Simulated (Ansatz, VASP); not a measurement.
# One calculation of CrGe4Mo, two programs

```xyz
12
Lattice="0.0002 -3.2900 -0.0002 -6.5806 0.0003 -0.0006 -0.0008 -0.0003 -8.1719" Properties=species:S:1:pos:R:3 pbc="T T T"
Cr    0.0002    0.0002   -0.0001
Cr   -3.2902    0.0001   -0.0004
Ge   -0.0005   -0.0004   -2.7285
Ge   -3.2908   -0.0003   -2.7288
Ge   -4.9358   -1.6448   -6.8945
Ge   -1.6453   -1.6448   -6.8944
Ge   -0.0005   -0.0001   -5.4434
Ge   -3.2905    0.0001   -5.4439
Ge   -4.9358   -1.6452   -1.2782
Ge   -1.6455   -1.6452   -1.2780
Mo   -4.9356   -1.6449   -4.0866
Mo   -1.6456   -1.6451   -4.0862
```

Change from the starting cell: cell x2, atoms moved at random (sigma 0.05 Å) and cell strained at random (1.5 %), then relaxed without symmetry.

Alike in both runs: functional PBE; k mesh 6 × 4 × 4; occupations gaussian, width 0.2 eV; no spin polarisation.

Ansatz relaxed the structure, and its values are those at the end. VASP's run is a single point on that final structure, the one shown.

|  | VASP | Ansatz |
| --- | --- | --- |
| version | VASP 6.6.1 | Ansatz 0.2.0 |
| potentials or method | VASP PAW PBE potentials, release 64 (Cr_pv, Ge_d, Mo_sv), cutoff 520 eV | scalar-relativistic, plane waves, PAW |
| valence electrons in the cell | 164 | 168 |

|  | VASP | Ansatz | Ansatz less VASP |
| --- | --- | --- | --- |
| gap on the k mesh at the Fermi level (eV) | none | none | - |
| pressure (GPa) | 0.2 | 0.0 | -0.19 |
| rms of the force components (eV/Å) | 0.005 | 0.001 | -0.0039 |

A gap of «none» marks a metal or a gap that the smearing closes. VASP's potentials hold 164 valence electrons a cell and Ansatz's 168, so a difference there can come from the potentials and not from the codes.
